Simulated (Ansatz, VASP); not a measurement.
**One calculation of MoW3, two programs**

```
Mo W
1.0
     5.07719    0.00000    0.00000
     0.00000    5.07719    0.00000
     0.00000    0.00000    5.07719
Mo W
2 6
Direct
  0.00000 0.00000 0.00000
  0.50000 0.50000 0.50000
  0.00000 0.50000 0.75000
  0.00000 0.50000 0.25000
  0.50000 0.25000 0.00000
  0.50000 0.75000 0.00000
  0.25000 0.00000 0.50000
  0.75000 0.00000 0.50000
```

Alike in both runs: functional PBE; k mesh 3 × 3 × 3; occupations gaussian, width 0.2 eV; no spin polarisation.

Ansatz relaxed the structure, and its values are those at the end. VASP's run is a single point on that final structure, the one shown.

```csv
,VASP,Ansatz
version,VASP 6.6.1,Ansatz 0.2.0
potentials or method,"VASP PAW PBE potentials, release 64 (Mo_sv, W_sv), cutoff 500 eV","scalar-relativistic, plane waves, PAW"
valence electrons in the cell,112,112
```

```csv
,VASP,Ansatz,Ansatz less VASP
gap on the k mesh at the Fermi level (eV),none,none,-
pressure (GPa),-0.1,-0.7,-0.60
```

A gap of «none» marks a metal or a gap that the smearing closes.

The k mesh is coarse, so the values compare programs but aren't converged. Neither program's run includes spin-orbit coupling.
